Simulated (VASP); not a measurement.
Cd3Hg2S5, 10 atoms in the cell. Symmetry: I-4m2, No. 119, tetragonal system. The conventional cell has a = 4.215 Å, b = 4.215 Å, c = 29.756 Å, α = 90.00°, β = 90.00°, γ = 90.00°. Cd (site symmetry 2mm) has 4 S at 2.57 Å within 3.4 Å. Within 3.4 Å of Cd (site symmetry -4m2) lie 4 S at 2.57 Å. Within 3.4 Å of Hg (site symmetry 2mm) lie 4 S at 2.60 Å. Within 3.4 Å of S (site symmetry 2mm) lie 2 Cd at 2.57 Å and 2 Hg at 2.60 Å. S (site symmetry 2mm) has 4 Cd at 2.57 Å within 3.4 Å. Within 3.4 Å of S (site symmetry -4m2) lie 4 Hg at 2.60 Å. 

```yaml
Program: VASP 6.6.1
Task: single point
Functional: PBE
Potentials_or_basis: VASP PAW PBE potentials, release 64 (Cd, Hg, S)
Cutoff: 500 eV
k_mesh: 6 × 6 × 6
Occupations: gaussian, width 0.1 eV
Spin: no spin polarisation
Dipole_correction: no
Further_INCAR_settings: ALGO = Normal; EDIFF = 1e-06; NBANDS = 56
```

Potentials or basis: VASP PAW PBE potentials, release 64 (Cd, Hg, S).

The run is started by

```sh
$ cat potpaw_PBE.64/Cd/POTCAR potpaw_PBE.64/Hg/POTCAR potpaw_PBE.64/S/POTCAR > POTCAR
$ mpirun -np 1 vasp_std > vasp.out
```

Hardware: 1 thread of Intel(R) Xeon(R) Platinum 8259CL CPU @ 2.50GHz (Skylake/Cascade Lake), on a shared host.

Task: Estimate the wall time of this run.

Result: Wall time 75 min on 1 thread of Intel(R) Xeon(R) Platinum 8259CL CPU @ 2.50GHz (Skylake/Cascade Lake), on a shared host, peak memory 2.2 GiB. Counts: scf iterations 15, k points 30.
